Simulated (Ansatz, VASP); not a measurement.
One calculation of Pd, two programs

The input INCAR:

```
SYSTEM = Pd
ALGO = Normal
EDIFF = 1E-6
ENCUT = 520
ISIF = 2
ISMEAR = -1
LASPH = .TRUE.
LCHARG = .FALSE.
LREAL = .FALSE.
LWAVE = .FALSE.
NBANDS = 22
NELM = 60
PREC = Accurate
SIGMA = 0.05
```

Contents of KPOINTS:

```
k-points
0
G
  15 15 6
  0 0 0
```

Contents of POSCAR:

```
Pd
1.0
    0.0000000000      1.9201213553     -1.9201213553
   -1.9201213553      0.0000000000      1.9201213553
    3.8402427106      3.8402427106      3.8402427106
Pd
3
Direct
    0.0000000000      0.0000000000      0.0000000000
    0.3333333330      0.6666666670      0.3333333330
    0.6666666670      0.3333333330      0.6666666670
```

Input for Ansatz:

```yaml
crystal:
  lattice:
    - [0.0, 1.9201213553, -1.9201213553]
    - [-1.9201213553, 0.0, 1.9201213553]
    - [3.8402427106, 3.8402427106, 3.8402427106]
  atoms:
    - { symbol: Pd, position: [0.0, 0.0, 0.0] }
    - { symbol: Pd, position: [0.333333333, 0.666666667, 0.333333333] }
    - { symbol: Pd, position: [0.666666667, 0.333333333, 0.666666667] }
kpoints:
  mp_grid: { grid: [15, 15, 6] }
scf:
  occupations: { method: fermi_dirac, width: 0.05 }
hamiltonian:
  xc: lda
  pseudopotentials: { kind: all_electron, lapw: { basis_error: 0.001 } }
output:
  forces: true
  stress: true
  eigenvalues: true
```

Alike in both runs: task single point; functional LDA; k mesh 15 × 15 × 6; occupations fermi-dirac, width 0.05 eV; no spin polarisation.

|  | VASP | Ansatz |
| --- | --- | --- |
| version | VASP 6.6.1 | Ansatz 0.2.0 |
| potentials or method | VASP PAW LDA potentials, release 64 (Pd), cutoff 520 eV | all-electron LAPW, scalar-relativistic |

Ansatz gave:

- pressure (GPa): -0.2

Question: What did VASP give for the same quantities?

Answer: Pressure (GPa): 0.1.

LDA's correlation is that of Perdew and Zunger in VASP and of Perdew and Wang (1992) in Ansatz. Ansatz ran all-electron here, and VASP with PAW potentials.
